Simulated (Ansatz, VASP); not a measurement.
## Zr: VASP beside Ansatz

```xyz
2
Lattice="3.2320 0.0000 0.0000 -1.6160 2.7990 0.0000 0.0000 0.0000 5.1470" Properties=species:S:1:pos:R:3 pbc="T T T"
Zr    0.0000    1.8660    1.2868
Zr    1.6160    0.9330    3.8603
```

Alike in both runs: task electric field gradients; functional PBE; k mesh 11 × 11 × 6; occupations fermi-dirac, width 0.05 eV; no spin polarisation.

|  | VASP | Ansatz |
| --- | --- | --- |
| version | VASP 6.6.1 | Ansatz 0.2.0 |
| potentials or method | VASP PAW PBE potentials, release 64 (Zr_sv) | plane-wave PAW, scalar-relativistic |
| plane-wave cutoff (eV) | 400 | 420 |
| valence electrons in the cell | 24 | 24 |

VASP gave:

| Quantity | Value |
| --- | --- |
| pressure (GPa) | 0.2 |
| traceless stress, the component that is largest in VASP (GPa) | 0.17 |
| size of Vzz on the site where it differs most (V/Å²) | 43.2 |

**Question.** What did Ansatz give for the same quantities?

**Answer.** Pressure (GPa): 0.4; traceless stress, the component that is largest in VASP (GPa): 0.18; size of Vzz on the site where it differs most (V/Å²): 44.2.
